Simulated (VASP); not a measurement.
Here is a VASP 6.6.1 calculation.

POSCAR

```
AlN
1.0
    4.5990390000      2.5662890000      0.0604820000
   -1.5706360000      2.6314550000      0.0186340000
    1.5483680000      2.6537330000      5.0575960000
Al N
4 4
Direct
    0.1688780000      0.4768770000      0.9930580000
    0.6956200000      0.0050270000      0.9916580000
    0.1046310000      0.7468580000      0.4844150000
    0.5677630000      0.2527090000      0.5007280000
    0.4890080000      0.7998800000      0.3873460000
    0.9591970000      0.3149860000      0.3822170000
    0.4035150000      0.0672190000      0.8868250000
    0.9031770000      0.5572610000      0.8760160000
```

File INCAR.step1:

```
SYSTEM = AlN
PREC = Accurate ; ENCUT = 520
ISMEAR = -5 ; SIGMA = 0.1
LREAL = .FALSE. ; LASPH = .TRUE.
NELM = 150 ; ISPIN = 2
MAGMOM = 2 2 1 2 2 0.3 3 1 ; NELECT = 31.0
NBANDS = 30 ; GGA = PE
ALGO = Normal ; EDIFF = 1E-4
LWAVE = .TRUE. ; LCHARG = .FALSE.
```

File INCAR.step2:

```
SYSTEM = AlN
PREC = Accurate ; ENCUT = 520
EDIFF = 1E-7 ; ISMEAR = -5
SIGMA = 0.1 ; LREAL = .FALSE.
LASPH = .TRUE. ; NELM = 150
ALGO = Normal ; ISIF = 2
LWAVE = .FALSE. ; LCHARG = .TRUE.
ISPIN = 2 ; MAGMOM = 2 2 1 2 2 0.3 3 1
LORBIT = 11 ; METAGGA = R2SCAN
LMIXTAU = .TRUE. ; LELF = .TRUE.
LVHAR = .TRUE. ; NELECT = 31.0
NBANDS = 30 ; ISTART = 1
```

KPOINTS

```
Automatic mesh
0
Gamma
  4 6 4
  0.5 0 0.5
```

Potentials or basis: VASP PAW PBE potentials, release 64 (Al, N).

Launch:

```console
$ cat potpaw_PBE.64/Al/POTCAR potpaw_PBE.64/N/POTCAR > POTCAR
$ cp INCAR.step1 INCAR
$ mpirun -np 1 vasp_std > vasp.out
$ cp INCAR.step2 INCAR
$ mpirun -np 1 vasp_std > vasp.out
```

Problem. Estimate the largest force.

Solution. 2.238 eV/Å.

Problem. Predict the site moments.

Solution. Al +0.00, -0.00 (each value once); N -0.00, -0.06, +0.08, +0.02 μB.

Problem. What does it give for the net moment?

Solution. 0.06 μB per cell.

Forces on the atoms (eV/Å):
```
Al   0.016  1.513  0.855
Al  -0.822 -1.905  0.841
Al  -1.657 -0.113  0.732
Al   1.527  0.427  1.018
N   -1.462 -0.379 -1.528
N    2.032  0.261 -0.656
N    0.556 -0.982 -0.104
N   -0.189  1.177 -1.159
```

Caveat: the cell carries a net charge on a neutralising background, which shifts energy and pressure; the PAW data sets were made with another functional, which shifts forces and pressure a little; tetrahedron occupations give inexact forces and stress in metals.
